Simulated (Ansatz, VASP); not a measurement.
**One calculation of FePt, two programs**

```
Fe Pt
1.0
     2.72840    0.00000    0.00000
     0.00000    2.72840    0.00000
     0.00000    0.00000    3.76773
Fe Pt
1 1
Cartesian
  0.0000 0.0000 0.0000
  1.3642 1.3642 1.8839
```

Alike in both runs: functional PBE; k mesh 16 × 16 × 12; occupations gaussian, width 0.1 eV; collinear spin.

Ansatz relaxed the structure, and its values are those at the end. VASP's run is a single point on that final structure, the one shown.

|  | VASP | Ansatz |
| --- | --- | --- |
| version | VASP 6.6.1 | Ansatz 0.2.0 |
| potentials or method | VASP PAW PBE potentials, release 64 (Fe, Pt), cutoff 600 eV | scalar-relativistic, plane waves, PAW |
| valence electrons in the cell | 18 | 34 |

Ansatz gave:

```
gap on the k mesh at the Fermi level (eV)                     : none
pressure (GPa)                                                : 0.0
net moment per atom (μB)                                      : 1.65
size of the moment on the site where the two differ most (μB) : 0.38
```

Q: Which values does VASP return?

A: gap on the k mesh at the Fermi level (eV): none; pressure (GPa): -0.4; net moment per atom (μB): 1.64; size of the moment on the site where the two differ most (μB): 0.32.

Site moments also hang on the region over which each program counts them. A gap of «none» marks a metal or a gap that the smearing closes. The functional is the same, so the differences come from potentials, cutoffs and numerics. VASP's potentials hold 18 valence electrons a cell and Ansatz's 34, so a difference there can come from the potentials and not from the codes.

Neither program's run includes spin-orbit coupling.
